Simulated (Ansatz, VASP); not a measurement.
# HgTe in VASP and in Ansatz

```
Hg Te
1.0
     2.84957   -2.85013    0.00000
     2.84957    2.85013    0.00000
     0.00000    0.00000    6.30910
Hg Te
2 2
Direct
  0.24982 0.75018 0.75000
  0.75018 0.24982 0.25000
  0.74987 0.25013 0.75000
  0.25013 0.74987 0.25000
```

Change from the starting cell: strain -0.050 along x and y, +0.050 along z, atoms carried along.

Alike in both runs: task single point; functional PBEsol; k mesh 12 × 12 × 8; occupations gaussian, width 0.15 eV; no spin polarisation.

|  | VASP | Ansatz |
| --- | --- | --- |
| version | VASP 6.6.1 | Ansatz 0.2.0 |
| potentials or method | VASP PAW PBE potentials, release 64 (Hg, Te), cutoff 520 eV | scalar-relativistic, plane waves, PAW |
| valence electrons in the cell | 36 | 72 |

VASP gave:

* gap on the k mesh at the Fermi level (eV): none
* pressure (GPa): 5.6
* traceless stress, the component that is largest in VASP (GPa): -4.65

Problem. Which values does Ansatz return?

Solution. gap on the k mesh at the Fermi level (eV): none; pressure (GPa): 5.3; traceless stress, the component that is largest in VASP (GPa): -4.47.

VASP's potentials were made for PBE, not for PBEsol. A gap of «none» marks a metal or a gap that the smearing closes. VASP's potentials hold 36 valence electrons a cell and Ansatz's 72, so a difference there can come from the potentials and not from the codes.

Neither program's run includes spin-orbit coupling.
